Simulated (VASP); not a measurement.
# SiO2 (P4_2/mnm) in VASP: a series of runs

The runs below take SiO2 through single point, with PBE.

Program: VASP 6.6.1. These are calculated values, not measurements. Logs are shortened: lines on timing, memory, paths and dates and some standing lists are left out, and cuts for length are marked.

## Step 1: The cell of the first run

It takes space group P4_2/mnm (No. 136, tetragonal). Conventional cell: a = 4.172 Å, b = 4.172 Å, c = 3.013 Å, α = 90.00°, β = 90.00°, γ = 90.00°. Within 2.4 Å of Si (site symmetry mmm) lie 6 O at 1.81 to 1.89 Å. Within 2.4 Å of O (site symmetry m2m) lie 3 Si at 1.81 to 1.89 Å and 1 O at 2.28 Å.

## Step 2: Single point, PBE

The input, INCAR:

```
  PREC = Accurate
  ENCUT = 520
  EDIFF = 1E-6
  ISMEAR = 0
  SIGMA = 0.05
  LREAL = False
  LASPH = True
  NELM = 100
  ALGO = Normal
  ISIF = 2
  LWAVE = False
  LCHARG = True
  GGA = PE
  LELF = True
  LVHAR = True
  NBANDS = 25
```

The input, KPOINTS:

```
regular mesh
0
Gamma
  6 6 8
```

The input, POSCAR:

```
SiO2
1.0
    4.1723000000      0.0000000000      0.0000000000
    0.0000000000      4.1723000000      0.0000000000
    0.0000000000      0.0000000000      3.0125000000
Si O
2 4
Direct
    0.5000000000      0.5000000000      0.5000000000
    0.0000000000      0.0000000000      0.0000000000
    0.6930127928      0.6930127928      0.0000000000
    0.1930127928      0.8069872072      0.5000000000
    0.3069872072      0.3069872072      0.0000000000
    0.8069872072      0.1930127928      0.5000000000
```

Potentials or basis: VASP PAW PBE potentials, release 64 (Si, O).

The run is started by

```
> cat potpaw_PBE.64/Si/POTCAR potpaw_PBE.64/O/POTCAR > POTCAR
> mpirun -np 1 vasp_std > vasp.out
```

OUTCAR:

```text
PREC = Accurate
   ENCUT = 520
   EDIFF = 1E-6
   ISMEAR = 0
   LREAL = False
   LASPH = True
   NELM = 100
   ISIF = 2
   GGA = PE

 ion  position               nearest neighbor table
   1  0.500  0.500  0.500-   4 1.81   6 1.81   5 1.89   3 1.89   3 1.89   5 1.89
   2  0.000  0.000  0.000-   3 1.81   5 1.81   4 1.89   6 1.89   4 1.89   6 1.89
   3  0.693  0.693  0.000-   2 1.81   1 1.89   1 1.89
   4  0.193  0.807  0.500-   1 1.81   2 1.89   2 1.89
   5  0.307  0.307  0.000-   2 1.81   1 1.89   1 1.89
   6  0.807  0.193  0.500-   1 1.81   2 1.89   2 1.89

  LATTYP: Found a simple tetragonal cell.
 ALAT       =     4.1723000000
 C/A-ratio  =     0.7220238238

  Lattice vectors:

 A1 = (   4.1723000000,   0.0000000000,   0.0000000000)
 A2 = (   0.0000000000,   4.1723000000,   0.0000000000)
 A3 = (   0.0000000000,   0.0000000000,   3.0125000000)

Analysis of symmetry for initial positions (statically):
=====================================================================
 Subroutine PRICEL returns:
 Original cell was already a primitive cell.

 Routine SETGRP: Setting up the symmetry group for a
 simple tetragonal supercell.

 Subroutine GETGRP returns: Found 16 space group operations
 (whereof  8 operations were pure point group operations)
 out of a pool of 16 trial point group operations.

The static configuration has the point symmetry D_2h.
 The point group associated with its full space group is D_4h.

Analysis of symmetry for dynamics (positions and initial velocities):
=====================================================================
 Subroutine PRICEL returns:
 Original cell was already a primitive cell.

 Routine SETGRP: Setting up the symmetry group for a
 simple tetragonal supercell.

 Subroutine GETGRP returns: Found 16 space group operations
 (whereof  8 operations were pure point group operations)
 out of a pool of 16 trial point group operations.

The dynamic configuration has the point symmetry D_2h.
 The point group associated with its full space group is D_4h.

 Subroutine INISYM returns: Found 16 space group operations
 (whereof  8 operations are pure point group operations),
 and found     1 'primitive' translations

----------------------------------------------------------------------------------------

                                     Primitive cell

  volume of cell :      52.4419

[... 99 lines left out ...]
   NSW    =      0    number of steps for IOM
   IBRION =     -1    ionic relax: 0-MD 1-quasi-New 2-CG
   NFREE  =      0    steps in history (QN), initial steepest desc. (CG)
   ISIF   =      2    stress and relaxation
   ISYM   =      2    0-nonsym 1-usesym 2-fastsym
   POTIM  = 0.5000    time-step for ionic-motion
   TEBEG  =    0.0;   TEEND  =   0.0 temperature during run
   PSTRESS=    0.0 pullay stress
   NELECT =      32.0000    total number of electrons
   NUPDOWN=      -1.0000    fix difference up-down
   EMIN   =  10.00;   EMAX   =-10.00  energy-range for DOS
   EFERMI =   0.00;   METHOD = LEGACY
   ISMEAR =     0;   SIGMA  =   0.05  broadening in eV -4-tet -1-fermi 0-gaus
   EFERMI_NEDOS =   21; number of points for ismear=-14 and -15
   IALGO  =     38    algorithm
   IMIX   =      4    mixing-type and parameters
     AMIX     =   0.40;   BMIX     =  1.00
     AMIX_MAG =   1.60;   BMIX_MAG =  1.00
  volume/ion in A,a.u.               =       8.74        58.98
  Fermi-wavevector in a.u.,A,eV,Ry     =   1.388563  2.624003 26.233475  1.928106
  Thomas-Fermi vector in A             =   2.512677
   LORBIT       =      0    0 simple, 1 ext, 2 COOP (PROOUT), +10 PAW based schemes
   GGA     = PE    functional components
   LHFCALC =     F    Hartree Fock is set to
   AEXX    =    0.0000 exact exchange contribution
   IVDW    =     0    specifies the selected vdW correction
   LEPSILON=     F    determine dielectric tensor
   LRPA    =     F    only Hartree local field effects (RPA)
 non-spin polarized calculation
 Gauss-broadening in eV      SIGMA  =   0.05
  energy-cutoff  :      520.00
  volume of cell :       52.44
 maximum number of plane-waves:      1435
 NGX is ok and might be reduce to    32
   NGX = 15   NGY = 15   NGZ = 11

 number of electron      31.9999994 magnetization

 Free energy of the ion-electron system (eV)
  ---------------------------------------------------
  ext. energy  EPLUGINS =         0.00000000
  ---------------------------------------------------
  free energy    TOTEN  =       -45.33614951 eV

  energy without entropy =      -45.33614951  energy(sigma->0) =      -45.33614951

 E-fermi :   7.0196     XC(G=0): -11.7181

 val. band max:        6.7068913429   @ k =   0.0000   0.0000   0.0000
 cond. band min:       9.8660962831   @ k =   0.0000   0.0000   0.0000
 fundamental gap:      3.1592049402
 Fermi energy:         7.0196348322

 k-point     1 :       0.0000    0.0000    0.0000
  band No.  band energies     occupation
      1     -14.4933      2.00000
      2     -11.2317      2.00000
      3     -11.2317      2.00000
      4     -10.9410      2.00000
      5      -3.3248      2.00000
      6       0.7957      2.00000
[... 661 lines left out ...]
     24      18.4117      0.00000
     25      19.9277      0.00000

 [... further k-points ...]

------------------------ aborting loop because EDIFF is reached ----------------------------------------

  FORCE on cell =-STRESS in cart. coord.  units (eV):
  Direction    XX          YY          ZZ          XY          YZ          ZX
  --------------------------------------------------------------------------------------
  -------------------------------------------------------------------------------------
  Total       -2.7727499     -2.7727499    -16.7458253      0.0000000      0.0000000      0.0000000
  in kB      -84.7116542    -84.7116542   -511.6100032      0.0000000      0.0000000      0.0000000
  external PRESSURE =    -227.0111039 kB  Pullay stress =       0.0000000 kB

 VOLUME and BASIS-vectors are now :
 -----------------------------------------------------------------------------
  energy-cutoff  :      520.00
  volume of cell :       52.44
      direct lattice vectors                 reciprocal lattice vectors
     4.172300000  0.000000000  0.000000000     0.239675958  0.000000000  0.000000000
     0.000000000  4.172300000  0.000000000     0.000000000  0.239675958  0.000000000
     0.000000000  0.000000000  3.012500000     0.000000000  0.000000000  0.331950207

 POSITION                                       TOTAL-FORCE (eV/Angst)
 -----------------------------------------------------------------------------------
      2.08615      2.08615      1.50625         0.000000     -0.000000      0.000000
      0.00000      0.00000      0.00000         0.000000     -0.000000      0.000000
      2.89146      2.89146      0.00000         0.464439      0.464439     -0.000000
      0.80531      3.36699      1.50625         0.464439     -0.464439      0.000000
      1.28084      1.28084      0.00000        -0.464439     -0.464439      0.000000
      3.36699      0.80531      1.50625        -0.464439      0.464439     -0.000000
 -----------------------------------------------------------------------------------
    total drift:                                0.000000      0.000000     -0.000000

  FREE ENERGIE OF THE ION-ELECTRON SYSTEM (eV)
  ---------------------------------------------------
  free  energy   TOTEN  =       -45.3361495072 eV

  energy  without entropy=      -45.3361495072  energy(sigma->0) =      -45.33614951
```

OSZICAR:

```text
N       E                     dE             d eps       ncg     rms          rms(c)
DAV:   1     0.133492473280E+03    0.13349E+03   -0.17375E+04  2524   0.122E+03
DAV:   2    -0.428288219960E+02   -0.17632E+03   -0.16654E+03  3246   0.268E+02
DAV:   3    -0.499354278048E+02   -0.71066E+01   -0.70707E+01  3283   0.517E+01
DAV:   4    -0.499820568976E+02   -0.46629E-01   -0.46615E-01  2941   0.489E+00
DAV:   5    -0.499824616872E+02   -0.40479E-03   -0.40468E-03  3306   0.432E-01    0.155E+01
DAV:   6    -0.452903891011E+02    0.46921E+01   -0.13534E+01  2999   0.244E+01    0.667E+00
DAV:   7    -0.453259885212E+02   -0.35599E-01   -0.58978E-01  3107   0.452E+00    0.270E+00
DAV:   8    -0.453302532597E+02   -0.42647E-02   -0.28210E-02  3113   0.140E+00    0.106E+00
DAV:   9    -0.453359380918E+02   -0.56848E-02   -0.10939E-02  3104   0.869E-01    0.253E-01
DAV:  10    -0.453362145023E+02   -0.27641E-03   -0.12860E-03  3154   0.233E-01    0.652E-02
DAV:  11    -0.453361477814E+02    0.66721E-04   -0.21950E-04  3164   0.103E-01    0.163E-02
DAV:  12    -0.453361494569E+02   -0.16755E-05   -0.92646E-06  3125   0.212E-02    0.516E-03
DAV:  13    -0.453361495072E+02   -0.50225E-07   -0.12211E-07  2056   0.275E-03
   1 F= -.45336150E+02 E0= -.45336150E+02  d E =-.999833E-21
```

stdout:

```text
POSCAR found type information on POSCAR SiO
 POSCAR found :  2 types and       6 ions
 scaLAPACK will be used
 LDA part: xc-table for (Slater+PW92), standard interpolation
 POSCAR, INCAR and KPOINTS ok, starting setup
 FFT: planning ... GRIDC
 FFT: planning ... GRID_SOFT
 FFT: planning ... GRID
 WAVECAR not read
 entering main loop
```

It took 52 s on 1 thread of Intel Xeon 8259CL, shared host; peak memory 0.19 GiB.

What came out:

| Quantity | Value |
| --- | --- |
| Free energy | -45.3361 eV |
| Pressure | -22.7 GPa |
| Largest force | 0.657 eV/Å |
| Band gap on the k mesh | 3.16 eV |

Forces on the atoms (eV/Å):
```
Si   0.000  0.000  0.000
Si   0.000  0.000  0.000
O    0.464  0.464  0.000
O    0.464 -0.464  0.000
O   -0.464 -0.464  0.000
O   -0.464  0.464  0.000
```

Caveat: the cell stands under tension.

## Step 3: Single point, PBE

This run uses another cell than the first one, of 8.79 Å³/atom.

The input, INCAR:

```
PREC     = Accurate       # precision mode
ENCUT    = 520            # plane-wave cutoff, eV
EDIFF    = 1E-7           # SCF threshold, eV
ISMEAR   = 0              # smearing method
SIGMA    = 0.05           # smearing width, eV
LREAL    = False          # projectors in reciprocal space
LASPH    = True           # aspherical terms in the spheres
NELM     = 80             # most SCF steps
ALGO     = Normal         # electronic algorithm
ISIF     = 2              # what is computed and relaxed
LWAVE    = False          # write WAVECAR
LCHARG   = False          # write CHGCAR
GGA      = PE             # functional
NBANDS   = 25             # bands
```

KPOINTS is that of step 2.

POSCAR, as its differences from that of step 2:

```diff
@@ -2,5 +2,5 @@
 1.0
-    4.1723000000      0.0000000000      0.0000000000
-    0.0000000000      4.1723000000      0.0000000000
-    0.0000000000      0.0000000000      3.0125000000
+    4.3630000000      0.0000000000      0.0000000000
+    0.0000000000      4.3630000000      0.0000000000
+    0.0000000000      0.0000000000      2.7705000000
 Si O
```

Potentials or basis: VASP PAW PBE potentials, release 64 (Si, O).

The run is started by

```
> cat potpaw_PBE.64/Si/POTCAR potpaw_PBE.64/O/POTCAR > POTCAR
> mpirun -np 1 vasp_std > vasp.out
```

Wall time 51 s (1 thread of Intel Xeon 8259CL, shared host); peak memory 0.19 GiB.

The run converged. Its results:

- Free energy: -46.0003 eV
- Pressure: -21.7 GPa
- Largest force: 0.537 eV/Å
- Band gap on the k mesh: 3.57 eV

Forces on the atoms (eV/Å):
```
Si   0.000  0.000  0.000
Si   0.000  0.000  0.000
O   -0.380 -0.380  0.000
O   -0.380  0.380  0.000
O    0.380  0.380  0.000
O    0.380 -0.380  0.000
```

Stress tensor (GPa, compression positive):
```
-20.07   0.00   0.00
  0.00 -20.07   0.00
  0.00   0.00 -25.12
```

Levels at points of the mesh, in eV from the valence-band top:
| k point | band 12 | band 13 | band 14 | band 15 | band 16 | band 17 | band 18 | band 19 | band 20 | band 21 |
| --- | --- | --- | --- | --- | --- | --- | --- | --- | --- | --- |
| (0.00, 0.00, 0.00) | -2.79 | -2.42 | -0.80 | -0.80 | 0.00 | 3.57 | 6.18 | 7.55 | 7.55 | 10.62 |
| (0.50, 0.00, 0.00) | -3.33 | -2.44 | -2.44 | -0.95 | -0.95 | 6.11 | 6.11 | 8.23 | 8.23 | 10.14 |
| (0.50, 0.50, 0.00) | -2.89 | -2.35 | -2.35 | -1.90 | -1.90 | 5.95 | 5.95 | 8.96 | 8.96 | 11.61 |
| (0.00, 0.00, 0.50) | -4.17 | -2.50 | -2.50 | -2.27 | -2.27 | 7.46 | 7.46 | 11.16 | 11.16 | 11.46 |
| (0.50, 0.00, 0.50) | -3.44 | -2.01 | -2.01 | -1.47 | -1.47 | 7.41 | 7.41 | 8.49 | 8.49 | 11.82 |
| (0.50, 0.50, 0.50) | -4.07 | -1.57 | -1.57 | -1.29 | -1.29 | 5.77 | 5.77 | 9.97 | 9.97 | 11.12 |

Caveat: the cell stands under tension.

## Step 4: Single point, PBE

This run uses another cell than the first one, of 8.77 Å³/atom.

The input, INCAR:

```
SYSTEM = SiO2
ALGO = Normal
EDIFF = 1E-6
ENCUT = 520
GGA = PE
ISIF = 2
ISMEAR = 0
LASPH = .True.
LCHARG = .True.
LELF = .True.
LREAL = .False.
LVHAR = .True.
LWAVE = .False.
NBANDS = 25
NELM = 100
PREC = Accurate
SIGMA = 0.05
```

The input, KPOINTS:

```
k-points
0
Gamma
  6 6 8
  0 0 0
```

POSCAR, as its differences from that of step 3:

```diff
@@ -2,5 +2,5 @@
 1.0
-    4.3630000000      0.0000000000      0.0000000000
-    0.0000000000      4.3630000000      0.0000000000
-    0.0000000000      0.0000000000      2.7705000000
+    4.2358788249      0.0000000000      0.0000000000
+    0.0000000000      4.2358788249      0.0000000000
+    0.0000000000      0.0000000000      2.9319000000
 Si O
```

Potentials or basis: VASP PAW PBE potentials, release 64 (Si, O).

The run is started by

```
> cat potpaw_PBE.64/Si/POTCAR potpaw_PBE.64/O/POTCAR > POTCAR
> mpirun -np 1 vasp_std > vasp.out
```

OUTCAR:

```text
SYSTEM = SiO2
   EDIFF = 1E-6
   ENCUT = 520
   GGA = PE
   ISIF = 2
   ISMEAR = 0
   LASPH = .True.
   LREAL = .False.
   NELM = 100
   PREC = Accurate

 ion  position               nearest neighbor table
   1  0.500  0.500  0.500-   4 1.84   6 1.84   5 1.87   3 1.87   3 1.87   5 1.87
   2  0.000  0.000  0.000-   3 1.84   5 1.84   4 1.87   6 1.87   4 1.87   6 1.87
   3  0.693  0.693  0.000-   2 1.84   1 1.87   1 1.87
   4  0.193  0.807  0.500-   1 1.84   2 1.87   2 1.87
   5  0.307  0.307  0.000-   2 1.84   1 1.87   1 1.87
[... 883 lines left out ...]
  -------------------------------------------------------------------------------------
  Total       -4.1659679     -4.1659679    -14.6492397     -0.0000000      0.0000000      0.0000000
  in kB     -126.8791607   -126.8791607   -446.1587957     -0.0000000      0.0000000      0.0000000
  external PRESSURE =    -233.3057057 kB  Pullay stress =       0.0000000 kB

 VOLUME and BASIS-vectors are now :
 -----------------------------------------------------------------------------
  energy-cutoff  :      520.00
  volume of cell :       52.61
      direct lattice vectors                 reciprocal lattice vectors
     4.235878825  0.000000000  0.000000000     0.236078519  0.000000000  0.000000000
     0.000000000  4.235878825  0.000000000     0.000000000  0.236078519  0.000000000
     0.000000000  0.000000000  2.931900000     0.000000000  0.000000000  0.341075753

 POSITION                                       TOTAL-FORCE (eV/Angst)
 -----------------------------------------------------------------------------------
      2.11794      2.11794      1.46595         0.000000      0.000000      0.000000
      0.00000      0.00000      0.00000         0.000000      0.000000      0.000000
      2.93552      2.93552      0.00000         0.202192      0.202192      0.000000
      0.81758      3.41830      1.46595         0.202192     -0.202192     -0.000000
      1.30036      1.30036      0.00000        -0.202192     -0.202192     -0.000000
      3.41830      0.81758      1.46595        -0.202192      0.202192      0.000000
 -----------------------------------------------------------------------------------
    total drift:                                0.000000      0.000000     -0.000000

  FREE ENERGIE OF THE ION-ELECTRON SYSTEM (eV)
  ---------------------------------------------------
  free  energy   TOTEN  =       -45.6582573335 eV

  energy  without entropy=      -45.6582573335  energy(sigma->0) =      -45.65825733
```

OSZICAR:

```text
N       E                     dE             d eps       ncg     rms          rms(c)
DAV:   1     0.132329902674E+03    0.13233E+03   -0.17126E+04  2516   0.121E+03
DAV:   2    -0.426858039552E+02   -0.17502E+03   -0.16660E+03  3214   0.268E+02
DAV:   3    -0.501733463382E+02   -0.74875E+01   -0.74485E+01  3299   0.529E+01
DAV:   4    -0.502247637547E+02   -0.51417E-01   -0.51401E-01  2946   0.515E+00
DAV:   5    -0.502252006451E+02   -0.43689E-03   -0.43681E-03  3320   0.451E-01    0.154E+01
DAV:   6    -0.456055595427E+02    0.46196E+01   -0.13453E+01  3028   0.243E+01    0.667E+00
DAV:   7    -0.456450652479E+02   -0.39506E-01   -0.58023E-01  3102   0.450E+00    0.270E+00
DAV:   8    -0.456518402613E+02   -0.67750E-02   -0.27013E-02  3123   0.138E+00    0.106E+00
DAV:   9    -0.456580482521E+02   -0.62080E-02   -0.10719E-02  3136   0.862E-01    0.256E-01
DAV:  10    -0.456583158938E+02   -0.26764E-03   -0.12052E-03  3152   0.225E-01    0.631E-02
DAV:  11    -0.456582555990E+02    0.60295E-04   -0.20271E-04  3116   0.989E-02    0.153E-02
DAV:  12    -0.456582572912E+02   -0.16922E-05   -0.90862E-06  3127   0.211E-02    0.518E-03
DAV:  13    -0.456582573335E+02   -0.42254E-07   -0.19547E-07  1999   0.340E-03
   1 F= -.45658257E+02 E0= -.45658257E+02  d E =-.392359E-16
```

Run time: 50 s. Hardware: 1 thread of Intel Xeon 8259CL, shared host; peak memory 0.19 GiB.

What came out:

| Property | Result |
| --- | --- |
| Free energy | -45.6583 eV |
| Pressure | -23.3 GPa |
| Largest force | 0.286 eV/Å |
| Band gap on the k mesh | 3.26 eV |

Forces on the atoms (eV/Å):
```
Si   0.000  0.000  0.000
Si   0.000  0.000  0.000
O    0.202  0.202  0.000
O    0.202 -0.202  0.000
O   -0.202 -0.202  0.000
O   -0.202  0.202  0.000
```

Caveat: the cell stands under tension.

(Continued in part 2 of 2.)
